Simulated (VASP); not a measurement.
# Fe (Im-3m) in VASP: a series of runs

Runs on Fe. Level: r2SCAN. Tasks: single point.

All numbers are computed with VASP 6.6.1; they aren't measurements. Logs are shortened: lines on timing, memory, paths and dates and some standing lists are left out, and cuts for length are marked.

### 1 The cell of the first run

The structure is cubic, space group Im-3m (No. 229). The conventional cell has a = 2.886 Å, b = 2.886 Å, c = 2.886 Å, α = 90.00°, β = 90.00°, γ = 90.00°. Within 3.3 Å of Fe (site symmetry m-3m) lie 14 Fe at 2.50 to 2.89 Å.

### 2 Single point, r2SCAN, collinear spin, ferromagnetic start

File POSCAR:

```
Fe
1.0
   -1.4430000000      1.4430000000      1.4430000000
    1.4430000000     -1.4430000000      1.4430000000
    1.4430000000      1.4430000000     -1.4430000000
Fe
1
Direct
    0.0000000000      0.0000000000      0.0000000000
```

File INCAR.step1:

```
SYSTEM = Fe
  PREC = Accurate
  ENCUT = 520
  ISMEAR = -1
  SIGMA = 0.05
  LREAL = .FALSE.
  LASPH = .TRUE.
  NELM = 150
  ISPIN = 2
  MAGMOM = 2.96
  NUPDOWN = 2.96
  LMAXMIX = 4
  NBANDS = 14
  GGA = PE
  ALGO = Normal
  EDIFF = 1E-4
  LWAVE = .TRUE.
  LCHARG = .FALSE.
```

File INCAR.step2:

```
SYSTEM = Fe
  PREC = Accurate
  ENCUT = 520
  EDIFF = 1E-6
  ISMEAR = -1
  SIGMA = 0.05
  LREAL = .FALSE.
  LASPH = .TRUE.
  NELM = 150
  ALGO = Normal
  ISIF = 2
  LWAVE = .FALSE.
  LCHARG = .TRUE.
  ISPIN = 2
  MAGMOM = 2.96
  LORBIT = 11
  NUPDOWN = 2.96
  LMAXMIX = 4
  METAGGA = R2SCAN
  LMIXTAU = .TRUE.
  LELF = .TRUE.
  LVHAR = .TRUE.
  NBANDS = 14
  ISTART = 1
```

File KPOINTS:

```
Automatic mesh
0
G
  14 14 14
  0 0 0
```

Potentials or basis: VASP PAW PBE potentials, release 64 (Fe).

On the command line:

```bash
$ cat potpaw_PBE.64/Fe/POTCAR > POTCAR
$ cp INCAR.step1 INCAR
$ mpirun -np 1 vasp_std > vasp.out
$ cp INCAR.step2 INCAR
$ mpirun -np 1 vasp_std > vasp.out
```

OUTCAR:

```text
SYSTEM = Fe
   PREC = Accurate
   ENCUT = 520
   EDIFF = 1E-6
   ISMEAR = -1
   LREAL = .FALSE.
   LASPH = .TRUE.
   NELM = 150
   ISIF = 2
   ISPIN = 2
   LORBIT = 11
   NUPDOWN = 2.96
   METAGGA = R2SCAN
   ISTART = 1

 ion  position               nearest neighbor table
   1  0.000  0.000  0.000-

  LATTYP: Found a body centered cubic cell.
 ALAT       =     2.8860000000

  Lattice vectors:

 A1 = (  -1.4430000000,   1.4430000000,   1.4430000000)
 A2 = (   1.4430000000,  -1.4430000000,   1.4430000000)
 A3 = (   1.4430000000,   1.4430000000,  -1.4430000000)

Analysis of symmetry for initial positions (statically):
=====================================================================
 Subroutine PRICEL returns:
 Original cell was already a primitive cell.

 Routine SETGRP: Setting up the symmetry group for a
 body centered cubic supercell.

 Subroutine GETGRP returns: Found 48 space group operations
 (whereof 48 operations were pure point group operations)
 out of a pool of 48 trial point group operations.

The static configuration has the point symmetry O_h .

Analysis of symmetry for dynamics (positions and initial velocities):
=====================================================================
 Subroutine PRICEL returns:
 Original cell was already a primitive cell.

 Routine SETGRP: Setting up the symmetry group for a
 body centered cubic supercell.

 Subroutine GETGRP returns: Found 48 space group operations
 (whereof 48 operations were pure point group operations)
 out of a pool of 48 trial point group operations.

The dynamic configuration has the point symmetry O_h .

Analysis of structural, dynamic, and magnetic symmetry:
=====================================================================
 Subroutine PRICEL returns:
 Original cell was already a primitive cell.

 Routine SETGRP: Setting up the symmetry group for a
 body centered cubic supercell.

 Subroutine GETGRP returns: Found 48 space group operations
 (whereof 48 operations were pure point group operations)
 out of a pool of 48 trial point group operations.

The overall configuration has the point symmetry O_h .

 Subroutine INISYM returns: Found 48 space group operations
 (whereof 48 operations are pure point group operations),
 and found     1 'primitive' translations

----------------------------------------------------------------------------------------

                                     Primitive cell

  volume of cell :      12.0187

  direct lattice vectors                    reciprocal lattice vectors
    -1.443000000  1.443000000  1.443000000     0.000000000  0.346500347  0.346500347
     1.443000000 -1.443000000  1.443000000     0.346500347  0.000000000  0.346500347
     1.443000000  1.443000000 -1.443000000     0.346500347  0.346500347  0.000000000

  length of vectors
     2.499349315  2.499349315  2.499349315     0.490025489  0.490025489  0.490025489

  position of ions in fractional coordinates (direct lattice)
     0.000000000  0.000000000  0.000000000

  ion indices of the primitive-cell ions
   primitive index   ion index
                 1           1

----------------------------------------------------------------------------------------

 KPOINTS: Automatic mesh

Automatic generation of k-mesh.
 Grid dimensions read from file:
 generate k-points for:   14   14   14

 Generating k-lattice:

  Cartesian coordinates                     Fractional coordinates (reciprocal lattice)
     0.000000000  0.024750025  0.024750025     0.071428571  0.000000000  0.000000000
     0.024750025  0.000000000  0.024750025     0.000000000  0.071428571  0.000000000
     0.024750025  0.024750025  0.000000000     0.000000000  0.000000000  0.071428571

  Length of vectors
     0.035001821  0.035001821  0.035001821

  Shift w.r.t. Gamma in fractional coordinates (k-lattice)
     0.000000000  0.000000000  0.000000000

 Subroutine IBZKPT returns following result:
 ===========================================

 Found    104 irreducible k-points:

 Following reciprocal coordinates:
            Coordinates               Weight
  0.000000  0.000000  0.000000      1.000000
  0.071429  0.000000  0.000000     12.000000
  0.142857  0.000000  0.000000     12.000000
  0.214286  0.000000  0.000000     12.000000
  0.285714  0.000000  0.000000     12.000000
  0.357143  0.000000  0.000000     12.000000
[... 16 lines left out ...]
  0.285714  0.285714  0.000000     24.000000
  0.357143  0.285714  0.000000     24.000000
 [... further k-points ...]
   k-points           NKPTS =    104   k-points in BZ     NKDIM =    104   number of bands    NBANDS=     14
   number of dos      NEDOS =    301   number of ions     NIONS =      1
   total plane-waves  NPLWV =   8000
   dimension x,y,z NGX =    20 NGY =   20 NGZ =   20
   dimension x,y,z NGXF=    40 NGYF=   40 NGZF=   40
   ions per type =               1
   NGX,Y,Z   is equivalent  to a cutoff of  13.30, 13.30, 13.30 a.u.
[... 78 lines left out ...]
     10      35.3209      0.00000
     11      35.3209      0.00000
     12      36.8122      0.00000
     13      36.8122      0.00000
     14      36.8122      0.00000

 k-point     2 :       0.0714    0.0000    0.0000
  band No.  band energies     occupation
      1      -3.0104      1.00000
      2       1.9512      1.00000
      3       2.0004      1.00000
      4       2.1045      1.00000
      5       3.1751      1.00000
      6       3.2273      1.00000
      7      29.0391      0.00000
      8      30.2147      0.00000
      9      30.3288      0.00000
     10      34.5021      0.00000
     11      34.5105      0.00000
     12      34.8009      0.00000
     13      36.2701      0.00000
     14      37.4813      0.00000
[... 343 lines left out ...]
      1       0.7669      1.00000
      2       1.2571      1.00000
      3       1.8276      1.00000
      4       3.2630      1.00000
      5       3.5626      1.00000
      6       8.7717      0.00000
      7      13.8905      0.00000
      8      15.1729      0.00000
      9      24.1639      0.00000
     10      32.3734      0.00000
     11      34.6385      0.00000
     12      41.3617      0.00000
     13      43.9665      0.00000
     14      45.0784      0.00000

 k-point    24 :       0.3571    0.2857    0.0000
  band No.  band energies     occupation
      1       0.8005      1.00000
      2       1.3330      1.00000
      3       1.7288      1.00000
      4       3.3493      1.00000
      5       3.5279      1.00000
      6      10.4243      0.00000
      7      12.1999      0.00000
      8      14.6708      0.00000
      9      24.0193      0.00000
     10      32.8352      0.00000
     11      34.4350      0.00000
     12      40.8120      0.00000
     13      44.4638      0.00000
     14      48.4466      0.00000

 [... further k-points ...]

 spin component 2

 k-point     1 :       0.0000    0.0000    0.0000
  band No.  band energies     occupation
      1      -3.5919      1.00000
      2       5.8341      0.00001
      3       5.8341      0.00001
      4       5.8341      0.00001
      5       7.8316      0.00000
      6       7.8316      0.00000
      7      30.4445      0.00000
      8      30.4445      0.00000
      9      30.4445      0.00000
     10      36.0794      0.00000
     11      36.0794      0.00000
     12      38.8790      0.00000
     13      38.8790      0.00000
     14      38.8793      0.00000

 k-point     2 :       0.0714    0.0000    0.0000
  band No.  band energies     occupation
      1      -3.3759      1.00000
      2       5.7596      0.00003
      3       5.8130      0.00001
      4       5.9550      0.00000
      5       7.7521      0.00000
      6       7.8367      0.00000
      7      29.2060      0.00000
      8      30.1650      0.00000
      9      30.3508      0.00000
     10      35.5538      0.00000
     11      36.7826      0.00000
     12      36.8032      0.00000
     13      37.2836      0.00000
     14      39.4159      0.00000
[... 343 lines left out ...]
      1       3.1749      1.00000
      2       4.0029      1.00000
      3       4.4527      1.00000
      4       7.6814      0.00000
      5       8.0593      0.00000
      6      11.1479      0.00000
      7      15.4938      0.00000
      8      16.8663      0.00000
      9      25.4602      0.00000
     10      33.0850      0.00000
     11      35.5513      0.00000
     12      43.5746      0.00000
     13      45.5606      0.00000
     14      47.0395      0.00000

 k-point    24 :       0.3571    0.2857    0.0000
  band No.  band energies     occupation
      1       3.5442      1.00000
      2       4.1077      1.00000
      3       4.1434      1.00000
      4       7.7898      0.00000
      5       7.9939      0.00000
      6      12.3285      0.00000
      7      14.0996      0.00000
      8      16.4018      0.00000
      9      25.3210      0.00000
     10      33.5898      0.00000
     11      35.2011      0.00000
     12      43.1709      0.00000
     13      46.2729      0.00000
     14      50.3199      0.00000

 [... further k-points ...]
[... 5 lines left out ...]
  --------------------------------------------------------------------------------------
  -------------------------------------------------------------------------------------
  Total        0.3265796      0.3265796      0.3265796      0.0000000      0.0000000      0.0000000
  in kB       43.5352125     43.5352125     43.5352125      0.0000000      0.0000000      0.0000000
  external PRESSURE =      43.5352125 kB  Pullay stress =       0.0000000 kB

 VOLUME and BASIS-vectors are now :
 -----------------------------------------------------------------------------
  energy-cutoff  :      520.00
  volume of cell :       12.02
      direct lattice vectors                 reciprocal lattice vectors
    -1.443000000  1.443000000  1.443000000     0.000000000  0.346500347  0.346500347
     1.443000000 -1.443000000  1.443000000     0.346500347  0.000000000  0.346500347
     1.443000000  1.443000000 -1.443000000     0.346500347  0.346500347  0.000000000

 POSITION                                       TOTAL-FORCE (eV/Angst)
 -----------------------------------------------------------------------------------
      0.00000      0.00000      0.00000         0.000000      0.000000      0.000000
 -----------------------------------------------------------------------------------
    total drift:                                0.000000     -0.000000      0.000000

  FREE ENERGIE OF THE ION-ELECTRON SYSTEM (eV)
  ---------------------------------------------------
  free  energy   TOTEN  =       -14.2802335201 eV

  energy  without entropy=      -14.2710500183  energy(sigma->0) =      -14.27564177

 total charge

# of ion       s       p       d       tot
------------------------------------------
    1        0.485   0.565   6.098   7.148

 magnetization (x)

# of ion       s       p       d       tot
------------------------------------------
    1        0.005  -0.070   3.067   3.002
```

It took 3 min on 1 thread of Intel Xeon Platinum 8375C at 2.90GHz (Ice Lake), shared host; peak memory 0.15 GiB.

Results:

```yaml
Free_energy: -14.2802 eV
Pressure: 4.4 GPa
Net_moment: 2.96 μB per cell
Site_moments: Fe +3.00 μB
Valence_electrons_inside_the_program's_atomic_spheres: Fe 7.15
```

Caveat: the PAW data sets were made with another functional, which shifts forces and pressure a little; the total moment is fixed, so each spin has its own Fermi level.

### 3 Single point, r2SCAN, collinear spin, ferromagnetic start

POSCAR is that of step 2.

File INCAR.step1:

```
ALGO     = Normal         # electronic algorithm
EDIFF    = 1E-4           # SCF threshold, eV
ENCUT    = 520            # plane-wave cutoff, eV
GGA      = PE             # functional
ISMEAR   = -1             # smearing method
ISPIN    = 2              # spin polarisation
LASPH    = True           # aspherical terms in the spheres
LCHARG   = False          # write CHGCAR
LMAXMIX  = 4              # l up to which the mixer works
LREAL    = False          # projectors in reciprocal space
LWAVE    = True           # write WAVECAR
MAGMOM   = 3.22           # initial moments
NBANDS   = 14             # bands
NELM     = 150            # most SCF steps
NUPDOWN  = 3.22           # fixed moment
PREC     = Accurate       # precision mode
SIGMA    = 0.05           # smearing width, eV
```

File INCAR.step2:

```
ALGO     = Normal         # electronic algorithm
EDIFF    = 1E-6           # SCF threshold, eV
ENCUT    = 520            # plane-wave cutoff, eV
ISIF     = 2              # what is computed and relaxed
ISMEAR   = -1             # smearing method
ISPIN    = 2              # spin polarisation
ISTART   = 1            
LASPH    = True           # aspherical terms in the spheres
LCHARG   = False          # write CHGCAR
LMAXMIX  = 4              # l up to which the mixer works
LMIXTAU  = True         
LORBIT   = 11             # projections on sites
LREAL    = False          # projectors in reciprocal space
LWAVE    = False          # write WAVECAR
MAGMOM   = 3.22           # initial moments
METAGGA  = R2SCAN         # meta-GGA
NBANDS   = 14             # bands
NELM     = 150            # most SCF steps
NUPDOWN  = 3.22           # fixed moment
PREC     = Accurate       # precision mode
SIGMA    = 0.05           # smearing width, eV
```

File KPOINTS:

```
k-points
0
Gamma
  14 14 14
```

Potentials or basis: VASP PAW PBE potentials, release 64 (Fe).

On the command line:

```bash
$ cat potpaw_PBE.64/Fe/POTCAR > POTCAR
$ cp INCAR.step1 INCAR
$ mpirun -np 1 vasp_std > vasp.out
$ cp INCAR.step2 INCAR
$ mpirun -np 1 vasp_std > vasp.out
```

Run time: 3.1 min. Hardware: 1 thread of Intel Xeon Platinum 8375C at 2.90GHz (Ice Lake), shared host; peak memory 0.15 GiB.

Results (log left out):

| Property | Result |
| --- | --- |
| Free energy | -14.0968 eV |
| Pressure | 12.5 GPa |
| Net moment | 3.22 μB per cell |
| Site moments | Fe +3.22 μB |
| Valence electrons inside the program's atomic spheres | Fe 7.14 |

Caveat: the PAW data sets were made with another functional, which shifts forces and pressure a little; the total moment is fixed, so each spin has its own Fermi level.

### 4 Single point, r2SCAN, collinear spin, ferromagnetic start

POSCAR is that of step 3.

File INCAR.step1:

```
  PREC = Accurate
  ENCUT = 520
  ISMEAR = -1
  SIGMA = 0.05
  LREAL = False
  LASPH = True
  NELM = 150
  ISPIN = 2
  MAGMOM = 3.63
  NUPDOWN = 3.63
  LMAXMIX = 4
  NBANDS = 14
  GGA = PE
  ALGO = Normal
  EDIFF = 1E-4
  LWAVE = True
  LCHARG = False
```

File INCAR.step2:

```
  PREC = Accurate
  ENCUT = 520
  EDIFF = 1E-6
  ISMEAR = -1
  SIGMA = 0.05
  LREAL = False
  LASPH = True
  NELM = 150
  ALGO = Normal
  ISIF = 2
  LWAVE = False
  LCHARG = False
  ISPIN = 2
  MAGMOM = 3.63
  LORBIT = 11
  NUPDOWN = 3.63
  LMAXMIX = 4
  METAGGA = R2SCAN
  LMIXTAU = True
  NBANDS = 14
  ISTART = 1
```

File KPOINTS:

```
regular mesh
0
Gamma
  14 14 14
```

On the command line:

```bash
$ cat potpaw_PBE.64/Fe/POTCAR > POTCAR
$ cp INCAR.step1 INCAR
$ mpirun -np 1 vasp_std > vasp.out
$ cp INCAR.step2 INCAR
$ mpirun -np 1 vasp_std > vasp.out
```

It took 2.9 min on 1 thread of Intel Xeon Platinum 8375C at 2.90GHz (Ice Lake), shared host; peak memory 0.15 GiB.

It converged, with:

```yaml
Free_energy: -13.5418 eV
Pressure: 27.6 GPa
Net_moment: 3.63 μB per cell
Site_moments: Fe +3.56 μB
Valence_electrons_inside_the_program's_atomic_spheres: Fe 7.13
```

Caveat: the PAW data sets were made with another functional, which shifts forces and pressure a little; the total moment is fixed, so each spin has its own Fermi level.

### 5 Single point, r2SCAN, collinear spin, ferromagnetic start

POSCAR is that of step 4.

File INCAR.step1:

```
SYSTEM = Fe
PREC = Accurate ; ENCUT = 520
ISMEAR = -1 ; SIGMA = 0.05
LREAL = .FALSE. ; LASPH = .TRUE.
NELM = 150 ; ISPIN = 2
MAGMOM = 3.63 ; NUPDOWN = 3.63
LMAXMIX = 4 ; NBANDS = 14
GGA = PE ; ALGO = Normal
EDIFF = 1E-4 ; LWAVE = .TRUE.
LCHARG = .FALSE.
```

File INCAR.step2:

```
SYSTEM = Fe
PREC = Accurate ; ENCUT = 520
EDIFF = 1E-6 ; ISMEAR = -1
SIGMA = 0.05 ; LREAL = .FALSE.
LASPH = .TRUE. ; NELM = 150
ALGO = Normal ; ISIF = 2
LWAVE = .FALSE. ; LCHARG = .FALSE.
ISPIN = 2 ; MAGMOM = 3.63
LORBIT = 11 ; NUPDOWN = 3.63
LMAXMIX = 4 ; METAGGA = R2SCAN
LMIXTAU = .TRUE. ; NBANDS = 14
ISTART = 1
```

File KPOINTS:

```
Automatic mesh
0
G
  14 14 14
  0 0 0
```

On the command line:

```bash
$ cat potpaw_PBE.64/Fe/POTCAR > POTCAR
$ cp INCAR.step1 INCAR
$ mpirun -np 1 vasp_std > vasp.out
$ cp INCAR.step2 INCAR
$ mpirun -np 1 vasp_std > vasp.out
```

It took 3.2 min on 1 thread of Intel Xeon Platinum 8375C at 2.90GHz (Ice Lake), shared host; peak memory 0.15 GiB.

It converged, with:

| Item | Value |
| --- | --- |
| Free energy | -13.5418 eV |
| Pressure | 27.6 GPa |
| Net moment | 3.63 μB per cell |
| Site moments | Fe +3.56 μB |
| Valence electrons inside the program's atomic spheres | Fe 7.13 |

Caveat: the PAW data sets were made with another functional, which shifts forces and pressure a little; the total moment is fixed, so each spin has its own Fermi level.

### 6 Overview

```csv
fixed moment (μB),pressure (GPa),moment (μB)
2.96,4.4,2.96
3.22,12.5,3.22
3.63,27.6,3.63
```

Alike in all rows: task single point; level r2SCAN; potentials or basis VASP PAW PBE potentials, release 64 (Fe); spin collinear, ferromagnetic start; cell as given; k mesh 14 × 14 × 14; cutoff (eV) 520; smearing fermi-dirac 0.05 eV.

Caveats: the PAW data sets were made with another functional, which shifts forces and pressure a little; the total moment is fixed, so each spin has its own Fermi level.

Absolute energies hang on the potentials; compare differences alone.
